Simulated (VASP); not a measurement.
# Rb2CaYF6 (Fm-3m) in VASP: single point with r2SCAN

Aim: the single point of Rb2CaYF6 with r2SCAN.

Program: VASP 6.6.1. These are calculated values, not measurements. Logs are shortened: lines on timing, memory, paths and dates and some standing lists are left out, and cuts for length are marked.

### 1 The cell of the first run

Symmetry: Fm-3m, No. 225, cubic system. The conventional cell has a = 9.027 Å, b = 9.027 Å, c = 9.027 Å, α = 90.00°, β = 90.00°, γ = 90.00°. F (site symmetry 4mm) has 1 Y at 2.20 Å and 1 Ca at 2.31 Å within 2.9 Å. Ca (site symmetry m-3m) has 6 F at 2.31 Å within 3.1 Å. Within 2.9 Å of Y (site symmetry m-3m) lie 6 F at 2.20 Å. Rb (site symmetry -43m) has 12 F at 3.19 Å and 4 Ca at 3.91 Å and 4 Y at 3.91 Å within 4.2 Å.

### 2 Single point, r2SCAN

The input, POSCAR:

```
Rb2CaYF6
1.0
    0.0000000000      4.5132730000      4.5132730000
    4.5132730000      0.0000000000      4.5132730000
    4.5132730000      4.5132730000      0.0000000000
F Ca Y Rb
6 1 1 2
Direct
    0.7560000000      0.2440000000      0.2440000000
    0.2440000000      0.7560000000      0.2440000000
    0.2440000000      0.7560000000      0.7560000000
    0.7560000000      0.2440000000      0.7560000000
    0.2440000000      0.2440000000      0.7560000000
    0.7560000000      0.7560000000      0.2440000000
    0.5000000000      0.5000000000      0.5000000000
    0.0000000000      0.0000000000      0.0000000000
    0.2500000000      0.2500000000      0.2500000000
    0.7500000000      0.7500000000      0.7500000000
```

The input, INCAR.step1:

```
SYSTEM = Rb2CaYF6
PREC = Accurate ; ENCUT = 520
ISMEAR = -1 ; SIGMA = 0.1
LREAL = .False. ; LASPH = .True.
NELM = 80 ; NBANDS = 52
GGA = PE ; ALGO = Normal
EDIFF = 1E-4 ; LWAVE = .True.
LCHARG = .False.
```

The input, INCAR.step2:

```
SYSTEM = Rb2CaYF6
PREC = Accurate ; ENCUT = 520
EDIFF = 1E-6 ; ISMEAR = -1
SIGMA = 0.1 ; LREAL = .False.
LASPH = .True. ; NELM = 80
ALGO = Normal ; ISIF = 2
LWAVE = .False. ; LCHARG = .False.
METAGGA = R2SCAN ; LMIXTAU = .True.
NBANDS = 52 ; ISTART = 1
```

The input, KPOINTS:

```
regular mesh
0
Gamma
  7 7 7
  0 0 0
```

Potentials or basis: VASP PAW PBE potentials, release 64 (F, Ca_sv, Y_sv, Rb_sv).

Command:

```console
> cat potpaw_PBE.64/F/POTCAR potpaw_PBE.64/Ca_sv/POTCAR potpaw_PBE.64/Y_sv/POTCAR potpaw_PBE.64/Rb_sv/POTCAR > POTCAR
> cp INCAR.step1 INCAR
> mpirun -np 1 vasp_std > vasp.out
> cp INCAR.step2 INCAR
> mpirun -np 1 vasp_std > vasp.out
```

OUTCAR:

```text
SYSTEM = Rb2CaYF6
   PREC = Accurate
   ENCUT = 520
   EDIFF = 1E-6
   ISMEAR = -1
   LREAL = .False.
   LASPH = .True.
   NELM = 80
   ISIF = 2
   METAGGA = R2SCAN
   ISTART = 1

 ion  position               nearest neighbor table
   1  0.756  0.244  0.244-   8 2.20   7 2.31  10 3.19  10 3.19   9 3.19   9 3.19
   2  0.244  0.756  0.244-   8 2.20   7 2.31  10 3.19  10 3.19   9 3.19   9 3.19
   3  0.244  0.756  0.756-   8 2.20   7 2.31  10 3.19  10 3.19   9 3.19   9 3.19
   4  0.756  0.244  0.756-   8 2.20   7 2.31  10 3.19  10 3.19   9 3.19   9 3.19
   5  0.244  0.244  0.756-   8 2.20   7 2.31  10 3.19  10 3.19   9 3.19   9 3.19
   6  0.756  0.756  0.244-   8 2.20   7 2.31  10 3.19  10 3.19   9 3.19   9 3.19
   7  0.500  0.500  0.500-   1 2.31   2 2.31   3 2.31   4 2.31   5 2.31   6 2.31   9 3.91   9 3.91
                             9 3.91   9 3.91  10 3.91  10 3.91  10 3.91  10 3.91
   8  0.000  0.000  0.000-   1 2.20   2 2.20   3 2.20   4 2.20   5 2.20   6 2.20  10 3.91  10 3.91
                            10 3.91   9 3.91  10 3.91   9 3.91   9 3.91   9 3.91
   9  0.250  0.250  0.250-   1 3.19   4 3.19   2 3.19   3 3.19   3 3.19   4 3.19   1 3.19   2 3.19
                             5 3.19   6 3.19   6 3.19   5 3.19   8 3.91   8 3.91   8 3.91   7 3.91
  10  0.750  0.750  0.750-   3 3.19   4 3.19   1 3.19   2 3.19   1 3.19   4 3.19   2 3.19   3 3.19
                             5 3.19   6 3.19   6 3.19   5 3.19   7 3.91   8 3.91   7 3.91   8 3.91

  LATTYP: Found a face centered cubic cell.
 ALAT       =     9.0265460000

  Lattice vectors:

 A1 = (   0.0000000000,   4.5132730000,   4.5132730000)
 A2 = (   4.5132730000,   0.0000000000,   4.5132730000)
 A3 = (   4.5132730000,   4.5132730000,   0.0000000000)

Analysis of symmetry for initial positions (statically):
=====================================================================
 Subroutine PRICEL returns:
 Original cell was already a primitive cell.

 Routine SETGRP: Setting up the symmetry group for a
 face centered cubic supercell.

 Subroutine GETGRP returns: Found 48 space group operations
 (whereof 48 operations were pure point group operations)
 out of a pool of 48 trial point group operations.

The static configuration has the point symmetry O_h .

Analysis of symmetry for dynamics (positions and initial velocities):
=====================================================================
 Subroutine PRICEL returns:
 Original cell was already a primitive cell.

 Routine SETGRP: Setting up the symmetry group for a
 face centered cubic supercell.

 Subroutine GETGRP returns: Found 48 space group operations
 (whereof 48 operations were pure point group operations)
 out of a pool of 48 trial point group operations.

The dynamic configuration has the point symmetry O_h .

 Subroutine INISYM returns: Found 48 space group operations
 (whereof 48 operations are pure point group operations),
 and found     1 'primitive' translations

----------------------------------------------------------------------------------------

                                     Primitive cell

  volume of cell :     183.8674

  direct lattice vectors                    reciprocal lattice vectors
     0.000000000  4.513273000  4.513273000    -0.110784347  0.110784347  0.110784347
     4.513273000  0.000000000  4.513273000     0.110784347 -0.110784347  0.110784347
     4.513273000  4.513273000  0.000000000     0.110784347  0.110784347 -0.110784347

  length of vectors
     6.382731887  6.382731887  6.382731887     0.191884117  0.191884117  0.191884117

  position of ions in fractional coordinates (direct lattice)
     0.756000000  0.244000000  0.244000000
     0.244000000  0.756000000  0.244000000
     0.244000000  0.756000000  0.756000000
     0.756000000  0.244000000  0.756000000
     0.244000000  0.244000000  0.756000000
     0.756000000  0.756000000  0.244000000
     0.500000000  0.500000000  0.500000000
     0.000000000  0.000000000  0.000000000
     0.250000000  0.250000000  0.250000000
     0.750000000  0.750000000  0.750000000

  ion indices of the primitive-cell ions
   primitive index   ion index
                 1           1
                 2           2
                 3           3
                 4           4
                 5           5
                 6           6
                 7           7
                 8           8
                 9           9
                10          10

----------------------------------------------------------------------------------------

 KPOINTS: regular mesh

Automatic generation of k-mesh.
 Grid dimensions read from file:
 generate k-points for:    7    7    7

 Generating k-lattice:

  Cartesian coordinates                     Fractional coordinates (reciprocal lattice)
    -0.015826335  0.015826335  0.015826335     0.142857143  0.000000000  0.000000000
     0.015826335 -0.015826335  0.015826335     0.000000000  0.142857143  0.000000000
     0.015826335  0.015826335 -0.015826335     0.000000000  0.000000000  0.142857143

  Length of vectors
     0.027412017  0.027412017  0.027412017

  Shift w.r.t. Gamma in fractional coordinates (k-lattice)
     0.000000000  0.000000000  0.000000000

 Subroutine IBZKPT returns following result:
 ===========================================

 Found     20 irreducible k-points:

 Following reciprocal coordinates:
            Coordinates               Weight
  0.000000  0.000000  0.000000      1.000000
  0.142857  0.000000  0.000000      8.000000
  0.285714  0.000000  0.000000      8.000000
  0.428571  0.000000  0.000000      8.000000
  0.142857  0.142857  0.000000      6.000000
  0.285714  0.142857  0.000000     24.000000
[... 12 lines left out ...]
 -0.428571  0.428571  0.142857     24.000000
 -0.285714  0.428571  0.142857     24.000000
   k-points           NKPTS =     20   k-points in BZ     NKDIM =     20   number of bands    NBANDS=     52
   number of dos      NEDOS =    301   number of ions     NIONS =     10
   total plane-waves  NPLWV = 110592
   dimension x,y,z NGX =    48 NGY =   48 NGZ =   48
   dimension x,y,z NGXF=    96 NGYF=   96 NGZF=   96
   ions per type =               6   1   1   2
   NGX,Y,Z   is equivalent  to a cutoff of  12.50, 12.50, 12.50 a.u.
   NGXF,Y,Z  is equivalent  to a cutoff of  25.00, 25.00, 25.00 a.u.
 SYSTEM =  Rb2CaYF6
   PREC   = accura    normal or accurate (medium, high low for compatibility)
   ISTART =      1    job   : 0-new  1-cont  2-samecut
   ICHARG =      0    charge: 1-file 2-atom 10-const
   ISPIN  =      1    spin polarized calculation?
   LNONCOLLINEAR =      F non collinear calculations
   LSORBIT =      F    spin-orbit coupling
   LASPH  =      T    aspherical Exc in radial PAW
   ENCUT  =  520.0 eV  38.22 Ry    6.18 a.u.  11.87 11.87 11.87*2*pi/ulx,y,z
   NELM   =     80;   NELMIN=  2; NELMDL=  0     # of ELM steps
   EDIFF  = 0.1E-05   stopping-criterion for ELM
   LREAL  =      F    real-space projection
   EDIFFG = 0.1E-04   stopping-criterion for IOM
   NSW    =      0    number of steps for IOM
   IBRION =     -1    ionic relax: 0-MD 1-quasi-New 2-CG
   NFREE  =      0    steps in history (QN), initial steepest desc. (CG)
   ISIF   =      2    stress and relaxation
   ISYM   =      2    0-nonsym 1-usesym 2-fastsym
   POTIM  = 0.5000    time-step for ionic-motion
   TEBEG  =    0.0;   TEEND  =   0.0 temperature during run
   PSTRESS=    0.0 pullay stress
   NELECT =      81.0000    total number of electrons
   NUPDOWN=      -1.0000    fix difference up-down
   EMIN   =  10.00;   EMAX   =-10.00  energy-range for DOS
   EFERMI =   0.00;   METHOD = LEGACY
   ISMEAR =    -1;   SIGMA  =   0.10  broadening in eV -4-tet -1-fermi 0-gaus
   EFERMI_NEDOS =   21; number of points for ismear=-14 and -15
   IALGO  =     38    algorithm
   IMIX   =      4    mixing-type and parameters
     AMIX     =   0.40;   BMIX     =  1.00
     AMIX_MAG =   1.60;   BMIX_MAG =  1.00
  volume/ion in A,a.u.               =      18.39       124.08
  Fermi-wavevector in a.u.,A,eV,Ry     =   1.245666  2.353967 21.111935  1.551683
  Thomas-Fermi vector in A             =   2.379878
   LORBIT       =      0    0 simple, 1 ext, 2 COOP (PROOUT), +10 PAW based schemes
   METAGGA = R2SCAN    functional components
   LHFCALC =     F    Hartree Fock is set to
   AEXX    =    0.0000 exact exchange contribution
   IVDW    =     0    specifies the selected vdW correction
   LEPSILON=     F    determine dielectric tensor
   LRPA    =     F    only Hartree local field effects (RPA)
 non-spin polarized calculation
  energy-cutoff  :      520.00
  volume of cell :      183.87
 maximum number of plane-waves:      4971
   NGX = 23   NGY = 23   NGZ = 23

 number of electron      80.9999961 magnetization

 Free energy of the ion-electron system (eV)
  ---------------------------------------------------
  ext. energy  EPLUGINS =         0.00000000
  ---------------------------------------------------
  free energy    TOTEN  =      -108.73429537 eV

  energy without entropy =     -108.63902709  energy(sigma->0) =     -108.68666123

 E-fermi :   5.6254     XC(G=0):  -9.3639

 val. band max:        5.5392245243   @ k =   0.4286   0.1429   0.0000
 cond. band min:       5.6522435192   @ k =   0.4286   0.2857   0.0000
 fundamental gap:      0.1130189949
 Fermi energy:         5.6253860758

 k-point     1 :       0.0000    0.0000    0.0000
  band No.  band energies     occupation
      1     -41.9514      2.00000
      2     -40.1375      2.00000
      3     -26.0952      2.00000
      4     -26.0581      2.00000
      5     -24.1809      2.00000
      6     -24.1809      2.00000
[... 44 lines left out ...]
     51       7.4527      0.00000
     52       7.4527      0.00000
[... 1043 lines left out ...]
     51       8.1903      0.00000
     52       8.3526      0.00000

------------------------ aborting loop because EDIFF is reached ----------------------------------------

  FORCE on cell =-STRESS in cart. coord.  units (eV):
  Direction    XX          YY          ZZ          XY          YZ          ZX
  --------------------------------------------------------------------------------------
  -------------------------------------------------------------------------------------
  Total        1.7569158      1.7569158      1.7569158      0.0000000      0.0000000     -0.0000000
  in kB       15.3093487     15.3093487     15.3093487      0.0000000      0.0000000     -0.0000000
  external PRESSURE =      15.3093487 kB  Pullay stress =       0.0000000 kB

 VOLUME and BASIS-vectors are now :
 -----------------------------------------------------------------------------
  energy-cutoff  :      520.00
  volume of cell :      183.87
      direct lattice vectors                 reciprocal lattice vectors
     0.000000000  4.513273000  4.513273000    -0.110784347  0.110784347  0.110784347
     4.513273000  0.000000000  4.513273000     0.110784347 -0.110784347  0.110784347
     4.513273000  4.513273000  0.000000000     0.110784347  0.110784347 -0.110784347

 POSITION                                       TOTAL-FORCE (eV/Angst)
 -----------------------------------------------------------------------------------
      2.20248      4.51327      4.51327         0.214120      0.000000      0.000000
      4.51327      2.20248      4.51327         0.000000      0.214120      0.000000
      6.82407      4.51327      4.51327        -0.214120      0.000000      0.000000
      4.51327      6.82407      4.51327         0.000000     -0.214120      0.000000
      4.51327      4.51327      2.20248         0.000000      0.000000      0.214120
      4.51327      4.51327      6.82407         0.000000      0.000000     -0.214120
      4.51327      4.51327      4.51327         0.000000      0.000000      0.000000
      0.00000      0.00000      0.00000         0.000000      0.000000      0.000000
      2.25664      2.25664      2.25664         0.000000      0.000000      0.000000
      6.76991      6.76991      6.76991        -0.000000      0.000000     -0.000000
 -----------------------------------------------------------------------------------
    total drift:                                0.000000      0.000000      0.000000

  FREE ENERGIE OF THE ION-ELECTRON SYSTEM (eV)
  ---------------------------------------------------
  free  energy   TOTEN  =      -108.7342953652 eV

  energy  without entropy=     -108.6390270866  energy(sigma->0) =     -108.68666123
```

Run time: 18 min. Hardware: 1 thread of AMD EPYC 7R43 (Zen 3), shared host; peak memory 0.44 GiB.

Results:

* Free energy: -108.7343 eV
* Pressure: 1.5 GPa
* Largest force: 0.214 eV/Å
* Band gap on the k mesh: zero (an odd number of electrons rules out a gap without spin polarisation)

Forces on the atoms (eV/Å):
```
F    0.214  0.000  0.000
F    0.000  0.214  0.000
F   -0.214  0.000  0.000
F    0.000 -0.214  0.000
F    0.000  0.000  0.214
F    0.000  0.000 -0.214
Ca   0.000  0.000  0.000
Y    0.000  0.000  0.000
Rb   0.000  0.000  0.000
Rb   0.000  0.000  0.000
```

Caveat: the PAW data sets were made with another functional, which shifts forces and pressure a little; an odd number of electrons without spin polarisation forces a metal; a magnetic or distorted state may lie lower.

The gap in the log of VASP goes by the Fermi energy; the results here count the filled bands.